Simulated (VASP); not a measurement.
SiNi:

```
Si Ni
1.0
     3.02662    0.00000    0.00000
     0.00000    3.27350    0.00000
     0.00000    0.00000    4.69776
Si Ni
2 2
Cartesian
  1.5133 1.6367 3.9569
  0.0000 0.0000 0.7408
  1.5133 1.6367 1.6171
  0.0000 0.0000 3.0807
```

Base run:

| Item | Value |
| --- | --- |
| Program | VASP 6.6.1 |
| Functional | PBE |
| Potentials or basis | VASP PAW PBE potentials, release 64 (Si, Ni) |
| Cutoff | 520 eV |
| k mesh | 14 × 12 × 10 |
| Occupations | fermi-dirac, width 0.5 eV |
| Spin | no spin polarisation |

Its results: band gap on the k mesh zero (bands 14 and 15 overlap by 2.43 eV); pressure 4.9 GPa; largest force 0.331 eV/Å.

**Question.** The run is repeated on the same cell with these changes: k mesh from 14 × 12 × 10 to 16 × 14 × 10; occupations from fermi-dirac, width 0.5 eV to gaussian, width 0.1 eV. What comes out?

**Answer.** Band gap on the k mesh zero (bands 14 and 15 overlap by 2.39 eV); pressure 1.1 GPa; largest force 0.121 eV/Å.

Caveats: the cell stands under pressure (at least some runs); so wide a smearing shifts energies and pressures (at least some runs).
